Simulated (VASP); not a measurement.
# MgO (P6_3/mmc) in VASP: a series of runs

The runs below take MgO through single point, with PBEsol.

Everything below comes from runs of VASP 6.6.1. Logs are shortened: lines on timing, memory, paths and dates and some standing lists are left out, and cuts for length are marked.

## Step 1: The cell of the first run

Symmetry: P6_3/mmc, No. 194, hexagonal system. The conventional cell has a = 3.553 Å, b = 3.553 Å, c = 4.055 Å, α = 90.00°, β = 90.00°, γ = 120.00°. Mg (site symmetry -6m2) has 5 O at 2.03 to 2.05 Å within 2.7 Å. Within 2.7 Å of O (site symmetry -6m2) lie 5 Mg at 2.03 to 2.05 Å.

## Step 2: Single point, PBEsol

The input, INCAR:

```
PREC     = Accurate       # precision mode
ENCUT    = 520            # plane-wave cutoff, eV
EDIFF    = 1E-6           # SCF threshold, eV
ISMEAR   = 0              # smearing method
SIGMA    = 0.05           # smearing width, eV
LREAL    = F              # projectors in reciprocal space
LASPH    = T              # aspherical terms in the spheres
NELM     = 100            # most SCF steps
ALGO     = Normal         # electronic algorithm
ISIF     = 2              # what is computed and relaxed
LWAVE    = F              # write WAVECAR
LCHARG   = T              # write CHGCAR
GGA      = PS             # functional
LELF     = T              # ELF
LVHAR    = T            
NBANDS   = 16             # bands
```

The input, KPOINTS:

```
regular mesh
0
Gamma
  9 9 6
```

The input, POSCAR:

```
MgO
1.0
    3.5530000000      0.0000000000      0.0000000000
   -1.7765000000      3.0769882596      0.0000000000
    0.0000000000      0.0000000000      4.0549000000
Mg O
2 2
Direct
    0.6666666667      0.3333333333      0.7500000000
    0.3333333333      0.6666666667      0.2500000000
    0.6666666667      0.3333333333      0.2500000000
    0.3333333333      0.6666666667      0.7500000000
```

Potentials or basis: VASP PAW PBE potentials, release 64 (Mg, O).

The run is started by

```bash
$ cat potpaw_PBE.64/Mg/POTCAR potpaw_PBE.64/O/POTCAR > POTCAR
$ mpirun -np 1 vasp_std > vasp.out
```

OUTCAR:

```text
PREC = Accurate
   ENCUT = 520
   EDIFF = 1E-6
   ISMEAR = 0
   LREAL = F
   LASPH = T
   NELM = 100
   ISIF = 2
   GGA = PS

 ion  position               nearest neighbor table
   1  0.667  0.333  0.750-   3 2.03   3 2.03   4 2.05   4 2.05   4 2.05   2 2.88   2 2.88   2 2.88
                             2 2.88   2 2.88   2 2.88
   2  0.333  0.667  0.250-   4 2.03   4 2.03   3 2.05   3 2.05   3 2.05   1 2.88   1 2.88   1 2.88
                             1 2.88   1 2.88   1 2.88
   3  0.667  0.333  0.250-   1 2.03   1 2.03   2 2.05   2 2.05   2 2.05
   4  0.333  0.667  0.750-   2 2.03   2 2.03   1 2.05   1 2.05   1 2.05

  LATTYP: Found a hexagonal cell.
 ALAT       =     3.5530000000
 C/A-ratio  =     1.1412609063

  Lattice vectors:

 A1 = (   3.5530000000,   0.0000000000,   0.0000000000)
 A2 = (  -1.7765000000,   3.0769882596,   0.0000000000)
 A3 = (   0.0000000000,   0.0000000000,   4.0549000000)

Analysis of symmetry for initial positions (statically):
=====================================================================
 Subroutine PRICEL returns:
 Original cell was already a primitive cell.

 Routine SETGRP: Setting up the symmetry group for a
 hexagonal supercell.

 Subroutine GETGRP returns: Found 24 space group operations
 (whereof 12 operations were pure point group operations)
 out of a pool of 24 trial point group operations.

The static configuration has the point symmetry D_3d.
 The point group associated with its full space group is D_6h.

Analysis of symmetry for dynamics (positions and initial velocities):
=====================================================================
 Subroutine PRICEL returns:
 Original cell was already a primitive cell.

 Routine SETGRP: Setting up the symmetry group for a
 hexagonal supercell.

 Subroutine GETGRP returns: Found 24 space group operations
 (whereof 12 operations were pure point group operations)
 out of a pool of 24 trial point group operations.

The dynamic configuration has the point symmetry D_3d.
 The point group associated with its full space group is D_6h.

 Subroutine INISYM returns: Found 24 space group operations
 (whereof 12 operations are pure point group operations),
 and found     1 'primitive' translations

----------------------------------------------------------------------------------------

                                     Primitive cell

  volume of cell :      44.3304

  direct lattice vectors                    reciprocal lattice vectors
     3.553000000  0.000000000  0.000000000     0.281452294  0.162496558  0.000000000
    -1.776500000  3.076988260  0.000000000     0.000000000  0.324993115  0.000000000
     0.000000000  0.000000000  4.054900000     0.000000000  0.000000000  0.246615206

  length of vectors
     3.553000000  3.553000000  4.054900000     0.324993115  0.324993115  0.246615206

  position of ions in fractional coordinates (direct lattice)
     0.666666667  0.333333333  0.750000000
     0.333333333  0.666666667  0.250000000
     0.666666667  0.333333333  0.250000000
     0.333333333  0.666666667  0.750000000

  ion indices of the primitive-cell ions
   primitive index   ion index
                 1           1
                 2           2
                 3           3
                 4           4

----------------------------------------------------------------------------------------

 KPOINTS: regular mesh

Automatic generation of k-mesh.
 Grid dimensions read from file:
 generate k-points for:    9    9    6

 Generating k-lattice:

  Cartesian coordinates                     Fractional coordinates (reciprocal lattice)
     0.031272477  0.018055173  0.000000000     0.111111111  0.000000000  0.000000000
     0.000000000  0.036110346  0.000000000     0.000000000  0.111111111  0.000000000
     0.000000000  0.000000000  0.041102534     0.000000000  0.000000000  0.166666667

  Length of vectors
     0.036110346  0.036110346  0.041102534

  Shift w.r.t. Gamma in fractional coordinates (k-lattice)
     0.000000000  0.000000000  0.000000000

 Subroutine IBZKPT returns following result:
 ===========================================

 Found     48 irreducible k-points:

 Following reciprocal coordinates:
            Coordinates               Weight
  0.000000  0.000000  0.000000      1.000000
  0.111111  0.000000  0.000000      6.000000
  0.222222 -0.000000  0.000000      6.000000
  0.333333  0.000000  0.000000      6.000000
  0.444444 -0.000000  0.000000      6.000000
  0.111111  0.111111  0.000000      6.000000
[... 16 lines left out ...]
  0.333333  0.222222  0.166667     24.000000
  0.333333  0.333333  0.166667      4.000000
 [... further k-points ...]
   k-points           NKPTS =     48   k-points in BZ     NKDIM =     48   number of bands    NBANDS=     16
   number of dos      NEDOS =    301   number of ions     NIONS =      4
   total plane-waves  NPLWV =  23520
   dimension x,y,z NGX =    28 NGY =   28 NGZ =   30
   dimension x,y,z NGXF=    56 NGYF=   56 NGZF=   60
   ions per type =               2   2
   NGX,Y,Z   is equivalent  to a cutoff of  13.10, 13.10, 12.30 a.u.
   NGXF,Y,Z  is equivalent  to a cutoff of  26.20, 26.20, 24.60 a.u.
 SYSTEM =  unknown system
   PREC   = accura    normal or accurate (medium, high low for compatibility)
   ISTART =      0    job   : 0-new  1-cont  2-samecut
   ICHARG =      2    charge: 1-file 2-atom 10-const
   ISPIN  =      1    spin polarized calculation?
   LNONCOLLINEAR =      F non collinear calculations
   LSORBIT =      F    spin-orbit coupling
   LASPH  =      T    aspherical Exc in radial PAW
   ENCUT  =  520.0 eV  38.22 Ry    6.18 a.u.   6.61  6.61  7.54*2*pi/ulx,y,z
   NELM   =    100;   NELMIN=  2; NELMDL= -5     # of ELM steps
   EDIFF  = 0.1E-05   stopping-criterion for ELM
   LREAL  =      F    real-space projection
   EDIFFG = 0.1E-04   stopping-criterion for IOM
   NSW    =      0    number of steps for IOM
   IBRION =     -1    ionic relax: 0-MD 1-quasi-New 2-CG
   NFREE  =      0    steps in history (QN), initial steepest desc. (CG)
   ISIF   =      2    stress and relaxation
   ISYM   =      2    0-nonsym 1-usesym 2-fastsym
   POTIM  = 0.5000    time-step for ionic-motion
   TEBEG  =    0.0;   TEEND  =   0.0 temperature during run
   PSTRESS=    0.0 pullay stress
   NELECT =      16.0000    total number of electrons
   NUPDOWN=      -1.0000    fix difference up-down
   EMIN   =  10.00;   EMAX   =-10.00  energy-range for DOS
   EFERMI =   0.00;   METHOD = LEGACY
   ISMEAR =     0;   SIGMA  =   0.05  broadening in eV -4-tet -1-fermi 0-gaus
   EFERMI_NEDOS =   21; number of points for ismear=-14 and -15
   IALGO  =     38    algorithm
   IMIX   =      4    mixing-type and parameters
     AMIX     =   0.40;   BMIX     =  1.00
     AMIX_MAG =   1.60;   BMIX_MAG =  1.00
  volume/ion in A,a.u.               =      11.08        74.79
  Fermi-wavevector in a.u.,A,eV,Ry     =   1.165595  2.202656 18.485042  1.358612
  Thomas-Fermi vector in A             =   2.302119
   LORBIT       =      0    0 simple, 1 ext, 2 COOP (PROOUT), +10 PAW based schemes
   GGA     = PS    functional components
   LHFCALC =     F    Hartree Fock is set to
   AEXX    =    0.0000 exact exchange contribution
   IVDW    =     0    specifies the selected vdW correction
   LEPSILON=     F    determine dielectric tensor
   LRPA    =     F    only Hartree local field effects (RPA)
 non-spin polarized calculation
 Gauss-broadening in eV      SIGMA  =   0.05
  energy-cutoff  :      520.00
  volume of cell :       44.33
 maximum number of plane-waves:      1228
 NGX is ok and might be reduce to    28
   NGX = 13   NGY = 13   NGZ = 15

 number of electron      15.9999991 magnetization

 Free energy of the ion-electron system (eV)
  ---------------------------------------------------
  ext. energy  EPLUGINS =         0.00000000
  ---------------------------------------------------
  free energy    TOTEN  =       -24.71547101 eV

  energy without entropy =      -24.71547101  energy(sigma->0) =      -24.71547101

 E-fermi :   1.9536     XC(G=0): -10.2600

 val. band max:        1.7358905229   @ k =   0.0000   0.0000   0.0000
 cond. band min:       5.0711627267   @ k =   0.0000   0.0000   0.0000
 fundamental gap:      3.3352722038
 Fermi energy:         1.9535930647

 k-point     1 :       0.0000    0.0000    0.0000
  band No.  band energies     occupation
      1     -15.0397      2.00000
      2     -13.5548      2.00000
      3      -1.7455      2.00000
      4      -0.0100      2.00000
      5      -0.0100      2.00000
      6       1.0630      2.00000
[... 8 lines left out ...]
     15      17.1205      0.00000
     16      17.1909      0.00000

 k-point     2 :       0.1111    0.0000    0.0000
  band No.  band energies     occupation
      1     -14.9806      2.00000
      2     -13.5719      2.00000
      3      -1.6553      2.00000
      4      -0.1861      2.00000
      5      -0.1097      2.00000
      6       0.7669      2.00000
[... 8 lines left out ...]
     15      16.7216      0.00000
     16      16.7302      0.00000

 k-point     3 :       0.2222   -0.0000    0.0000
  band No.  band energies     occupation
      1     -14.8169      2.00000
      2     -13.6281      2.00000
      3      -1.3966      2.00000
      4      -0.7159      2.00000
      5      -0.3187      2.00000
      6       0.3590      2.00000
[... 8 lines left out ...]
     15      15.8037      0.00000
     16      16.4960      0.00000
[... 362 lines left out ...]
 k-point    23 :       0.3333    0.2222    0.1667
  band No.  band energies     occupation
      1     -14.2243      2.00000
      2     -13.9323      2.00000
      3      -1.7467      2.00000
      4      -1.1588      2.00000
      5      -0.7279      2.00000
      6       0.3177      2.00000
[... 8 lines left out ...]
     15      16.2058      0.00000
     16      17.3991      0.00000

 k-point    24 :       0.3333    0.3333    0.1667
  band No.  band energies     occupation
      1     -14.0661      2.00000
      2     -14.0661      2.00000
      3      -1.7421      2.00000
      4      -1.0207      2.00000
      5      -1.0207      2.00000
      6       0.6637      2.00000
[... 8 lines left out ...]
     15      16.0750      0.00000
     16      18.1150      0.00000

 [... further k-points ...]

------------------------ aborting loop because EDIFF is reached ----------------------------------------

  FORCE on cell =-STRESS in cart. coord.  units (eV):
  Direction    XX          YY          ZZ          XY          YZ          ZX
  --------------------------------------------------------------------------------------
  -------------------------------------------------------------------------------------
  Total       -0.7054163     -0.7054163      2.0082095      0.0000000      0.0000000      0.0000000
  in kB      -25.4949905    -25.4949905     72.5802424      0.0000000      0.0000000      0.0000000
  external PRESSURE =       7.1967538 kB  Pullay stress =       0.0000000 kB

 VOLUME and BASIS-vectors are now :
 -----------------------------------------------------------------------------
  energy-cutoff  :      520.00
  volume of cell :       44.33
      direct lattice vectors                 reciprocal lattice vectors
     3.553000000  0.000000000  0.000000000     0.281452294  0.162496558  0.000000000
    -1.776500000  3.076988260  0.000000000     0.000000000  0.324993115  0.000000000
     0.000000000  0.000000000  4.054900000     0.000000000  0.000000000  0.246615206

 POSITION                                       TOTAL-FORCE (eV/Angst)
 -----------------------------------------------------------------------------------
      1.77650      1.02566      3.04117        -0.000000      0.000000      0.000000
     -0.00000      2.05133      1.01372         0.000000      0.000000      0.000000
      1.77650      1.02566      1.01372         0.000000     -0.000000      0.000000
     -0.00000      2.05133      3.04117        -0.000000      0.000000      0.000000
 -----------------------------------------------------------------------------------
    total drift:                                0.000000     -0.000000      0.000000

  FREE ENERGIE OF THE ION-ELECTRON SYSTEM (eV)
  ---------------------------------------------------
  free  energy   TOTEN  =       -24.7154710138 eV

  energy  without entropy=      -24.7154710138  energy(sigma->0) =      -24.71547101
```

Run time: 30 s. Hardware: 1 thread of Intel Xeon Platinum 8488C (Sapphire Rapids), shared host; peak memory 0.17 GiB.

What came out:

* Free energy: -24.7155 eV
* Pressure: 0.7 GPa
* Band gap on the k mesh: 3.34 eV, direct

Stress tensor (GPa, compression positive):
```
-2.55  0.00  0.00
 0.00 -2.55  0.00
 0.00  0.00  7.26
```

Caveat: the PAW data sets were made with another functional, which shifts forces and pressure a little.

(Continued in part 2 of 2.)
